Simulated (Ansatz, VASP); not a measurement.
## One calculation of ZnS, two programs

```
Zn S
1.0
     3.71423    0.00000    0.00000
    -1.85711    3.21661    0.00000
     0.00000    0.00000   14.58279
Zn S
4 4
Direct
  0.00000 0.00000 0.00005
  0.00000 0.00000 0.50005
  0.33333 0.66667 0.25002
  0.66667 0.33333 0.75002
  0.00000 0.00000 0.18729
  0.00000 0.00000 0.68729
  0.33333 0.66667 0.43764
  0.66667 0.33333 0.93764
```

Alike in both runs: task single point; functional PBE; k mesh 9 × 9 × 4; occupations gaussian, width 0.05 eV; no spin polarisation.

```csv
,VASP,Ansatz
version,VASP 6.6.1,Ansatz 0.2.0
potentials or method,"VASP PAW PBE potentials, release 64 (Zn, S), cutoff 520 eV","scalar-relativistic, plane waves, PAW"
valence electrons in the cell,72,72
```

|  | VASP | Ansatz | Ansatz less VASP |
| --- | --- | --- | --- |
| gap on the k mesh at the Fermi level (eV) | 1.14 | 1.15 | +0.006 |
| least direct gap on the mesh (eV) | 1.14 | 1.15 | +0.006 |
| pressure (GPa) | -1.7 | -1.8 | -0.09 |
| traceless stress, the component that is largest in VASP (GPa) | -9.25 | -9.17 | +0.078 |
| rms of the force components (eV/Å) | 0.009 | 0.005 | -0.0035 |

Atom by atom the forces differ by 0.006 eV/Å (rms over components). With one functional, cell and mesh, what is left measures potentials, basis and numerics.
